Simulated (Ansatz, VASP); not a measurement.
**Se in VASP and in Ansatz**

```
CELL_PARAMETERS angstrom
4.35567 0.00000 0.00000
-2.17783 3.77212 0.00000
0.00000 0.00000 4.94400
ATOMIC_POSITIONS crystal
Se 0.22540 0.00000 0.33333
Se 0.00000 0.22540 0.66666
Se 0.77460 0.77460 0.00000
```

Alike in both runs: task relaxation of cell and atoms; functional r2SCAN; k mesh 5 × 5 × 4; occupations fermi-dirac, width 0.035 eV; no spin polarisation.

|  | VASP | Ansatz |
| --- | --- | --- |
| version | VASP 6.6.1 | Ansatz 0.2.0 |
| potentials or method | VASP PAW PBE potentials, release 64 (Se), cutoff 600 eV | PAW plane waves |
| valence electrons in the cell | 18 | 48 |

Ansatz gave:

```
gap on the k mesh at the Fermi level, each at its own relaxed structure (eV) : 1.60
relaxed volume (Å³/atom)                                                     : 29.21
relaxed length of the cell vector where the two differ most in proportion (Å)              : 4.502
```

Task: Which values does VASP return?

Result: gap on the k mesh at the Fermi level, each at its own relaxed structure (eV): 1.59; relaxed volume (Å³/atom): 29.17; relaxed length of the cell vector where the two differ most in proportion (Å): 4.498.

VASP's potentials were made for PBE, not for r2SCAN. VASP's potentials hold 18 valence electrons a cell and Ansatz's 48, so a difference there can come from the potentials and not from the codes. Ansatz's warnings: structure snapped to symmetry.
